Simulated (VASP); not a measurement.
A run of VASP 6.6.1:

File INCAR:

```
PREC = Accurate
ENCUT = 690
EDIFF = 1E-6
ISMEAR = 0
SIGMA = 0.1
LREAL = False
LASPH = True
NELM = 200
ALGO = Normal
ISIF = 2
LWAVE = False
LCHARG = True
LMAXMIX = 4
LDAU = True
LDAUTYPE = 1
LDAUL = 2 -1
LDAUU = 3.1 0
LDAUJ = 0.51 0
LDAUPRINT = 1
GGA = PS
LELF = True
LVHAR = True
NBANDS = 41
GGA_COMPAT = False
```

The input KPOINTS:

```
regular mesh
0
Gamma
  2 2 2
```

The input POSCAR:

```
NiSb
1.0
    3.9399999606      0.0000000000      0.0000000000
   -1.9699999803      3.4121400568      0.0000000000
    0.0000000000      0.0000000000      5.1400000000
Ni Sb
2 2
Direct
    0.0000000000      0.0000000000      0.0000000000
    0.0000000000      0.0000000000      0.5000000000
    0.3333333333      0.6666666667      0.2500000000
    0.6666666667      0.3333333333      0.7500000000
```

Potentials or basis: VASP PAW PBE potentials, release 64 (Ni_sv_GW, Sb_d_GW).

Run with:

```bash
$ cat potpaw_PBE.64/Ni_sv_GW/POTCAR potpaw_PBE.64/Sb_d_GW/POTCAR > POTCAR
$ mpirun -np 1 vasp_std > vasp.out
```

Hardware: 1 thread of Intel(R) Xeon(R) Platinum 8375C CPU @ 2.90GHz (Ice Lake) (shared host).

Problem. Estimate the wall time of this run.

Solution. Wall time 38 s on 1 thread of Intel(R) Xeon(R) Platinum 8375C CPU @ 2.90GHz (Ice Lake), on a shared host, peak memory 0.25 GiB. Counts: scf iterations 14, k points 4.
